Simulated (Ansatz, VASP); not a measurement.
AlN in VASP and in Ansatz

Contents of INCAR:

```
ALGO = Normal
EDIFF = 1E-7
ENCUT = 520
GGA = PS
ISIF = 2
ISMEAR = 0
LASPH = True
LCHARG = False
LREAL = False
LWAVE = False
NBANDS = 16
NELM = 100
PREC = Accurate
SIGMA = 0.05
```

KPOINTS

```
k-points
0
Gamma
  9 9 6
```

The input POSCAR:

```
AlN
1.0
    3.2223000000      0.0000000000      0.0000000000
   -1.6111500000      2.7905936586      0.0000000000
    0.0000000000      0.0000000000      4.0170000000
Al N
2 2
Direct
    0.3333333333      0.6666666667      0.7500000000
    0.6666666667      0.3333333333      0.2500000000
    0.3333333333      0.6666666667      0.2500000000
    0.6666666667      0.3333333333      0.7500000000
```

Input for Ansatz:

```yaml
crystal:
  lattice:
    - [3.2223, 0.0, 0.0]
    - [-1.61115, 2.7905936586, 0.0]
    - [0.0, 0.0, 4.017]
  atoms:
    - { symbol: Al, position: [0.3333333333, 0.6666666667, 0.75] }
    - { symbol: Al, position: [0.6666666667, 0.3333333333, 0.25] }
    - { symbol: "N", position: [0.3333333333, 0.6666666667, 0.25] }
    - { symbol: "N", position: [0.6666666667, 0.3333333333, 0.75] }
basis:
  ecutwfc: 520.0
kpoints:
  mp_grid: { grid: [9, 9, 6] }
hamiltonian:
  xc: pbesol
scf:
  occupations: { method: gaussian, width: 0.05 }
output:
  forces: true
  stress: true
  eigenvalues: true
```

Alike in both runs: task single point; functional PBEsol; k mesh 9 × 9 × 6; occupations gaussian, width 0.05 eV; no spin polarisation.

```csv
,VASP,Ansatz
version,VASP 6.6.1,Ansatz 0.2.0
potentials or method,"VASP PAW PBE potentials, release 64 (Al, N), cutoff 520 eV","scalar-relativistic, plane waves, PAW"
valence electrons in the cell,16,16
```

```csv
,VASP,Ansatz,Ansatz less VASP
gap on the k mesh at the Fermi level (eV),3.92,3.90,-0.015
least direct gap on the mesh (eV),3.92,3.90,-0.015
pressure (GPa),19.7,19.7,-0.03
"traceless stress, the component that is largest in VASP (GPa)",-0.84,-0.77,+0.072
```

VASP's potentials were made for PBE, not for PBEsol. The functional is the same, so the differences come from potentials, cutoffs and numerics.
